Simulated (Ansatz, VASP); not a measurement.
**MgO: VASP beside Ansatz**

```
Mg O
1.0
     3.48638    0.00000    0.00000
    -1.74319    3.01929    0.00000
     0.00000    0.00000    4.17804
Mg O
2 2
Direct
  0.67466 0.33919 0.75000
  0.34133 0.67252 0.25000
  0.66667 0.33333 0.25000
  0.33333 0.66667 0.75000
```

Change from the starting cell: all Mg atoms moved +0.025 Å, as atom 1 along Cartesian [1 1 0].

Alike in both runs: task single point; functional LDA; k mesh 6 × 6 × 6; occupations gaussian, width 0.05 eV; no spin polarisation.

|  | VASP | Ansatz |
| --- | --- | --- |
| version | VASP 6.6.1 | Ansatz 0.2.0 |
| potentials or method | VASP PAW LDA potentials, release 64 (Mg, O), cutoff 520 eV | scalar-relativistic, plane waves, PAW |
| valence electrons in the cell | 16 | 32 |

VASP gave:

* gap on the k mesh at the Fermi level (eV): 3.33
* least direct gap on the mesh (eV): 3.33
* pressure (GPa): -5.7
* traceless stress, the component that is largest in VASP (GPa): -0.10
* rms of the force components (eV/Å): 0.124

Problem. Which values does Ansatz return?

Solution. gap on the k mesh at the Fermi level (eV): 3.34; least direct gap on the mesh (eV): 3.34; pressure (GPa): -4.0; traceless stress, the component that is largest in VASP (GPa): -0.22; rms of the force components (eV/Å): 0.121.

LDA's correlation is that of Perdew and Zunger in VASP and of Perdew and Wang (1992) in Ansatz. Atom by atom the forces differ by 0.003 eV/Å (rms over components). VASP's potentials hold 16 valence electrons a cell and Ansatz's 32, so a difference there can come from the potentials and not from the codes.
